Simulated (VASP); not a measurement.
Set up this calculation in VASP 6.6.1, as the native input.

```yaml
Task: single point
Functional: PBEsol
Potentials_or_basis: VASP PAW PBE potentials, release 64 (Zn, S)
Cutoff: 520 eV
k_mesh: 8 × 8 × 4
Occupations: gaussian, width 0.01 eV
Spin: no spin polarisation
Dipole_correction: no
Further_INCAR_settings: ALGO = Normal; EDIFF = 1e-06; NBANDS = 26
```

The structure of ZnS lies in POSCAR:

```
ZnS
1.0
    3.7090692531      0.0000000000      0.0000000000
   -1.8545346265      3.2121481976      0.0000000000
    0.0000000000      0.0000000000      6.1016751301
Zn S
2 2
Direct
    0.3333333333      0.6666666667      0.0058194301
    0.6666666667      0.3333333333      0.5058194301
    0.3333333333      0.6666666667      0.3791805699
    0.6666666667      0.3333333333      0.8791805699
```

One way to write it, as run:

INCAR

```
SYSTEM = ZnS
ALGO = Normal
EDIFF = 1E-6
ENCUT = 520
GGA = PS
ISIF = 2
ISMEAR = 0
LASPH = .True.
LCHARG = .False.
LREAL = .False.
LWAVE = .False.
NBANDS = 26
NELM = 100
PREC = Accurate
SIGMA = 0.01
```

KPOINTS

```
k-points
0
Gamma
  8 8 4
  0 0 0
```

Potentials or basis: VASP PAW PBE potentials, release 64 (Zn, S).

The run is started by

```sh
$ cat potpaw_PBE.64/Zn/POTCAR potpaw_PBE.64/S/POTCAR > POTCAR
$ mpirun -np 1 vasp_std > vasp.out
```

Results of the run:

| Quantity | Value |
| --- | --- |
| Pressure | 5.3 GPa |
| Band gap on the k mesh | 2.41 eV, direct |

Caveat: the PAW data sets were made with another functional, which shifts forces and pressure a little.

Run time: 51 s on 1 thread of Intel(R) Xeon(R) Platinum 8259CL CPU @ 2.50GHz (Skylake/Cascade Lake), on a shared host, peak memory 0.21 GiB.
